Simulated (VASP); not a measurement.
A run of VASP 6.6.1:

INCAR

```
PREC = Accurate
ENCUT = 520
EDIFF = 1E-6
ISMEAR = -1
SIGMA = 0.1
LREAL = False
LASPH = True
NELM = 100
ALGO = Normal
ISIF = 2
LWAVE = False
LCHARG = False
GGA = PE
NBANDS = 12
```

Contents of KPOINTS:

```
Automatic mesh
0
Gamma
  12 12 12
```

POSCAR

```
Cu
1.0
    0.0000000000      1.8145751207      1.8145751207
    1.8145751207      0.0000000000      1.8145751207
    1.8145751207      1.8145751207      0.0000000000
Cu
1
Direct
    0.0000000000      0.0000000000      0.0000000000
```

Potentials or basis: VASP PAW PBE potentials, release 64 (Cu).

Launch:

```console
$ cat potpaw_PBE.64/Cu/POTCAR > POTCAR
$ mpirun -np 1 vasp_std > vasp.out
```

Hardware: 1 thread of Intel Xeon 8259CL (shared host).

Estimate the wall time of this run.

Wall time 17 s on 1 thread of Intel Xeon 8259CL (shared host), peak memory 0.1 GiB. Counts: scf iterations 12, k points 72.
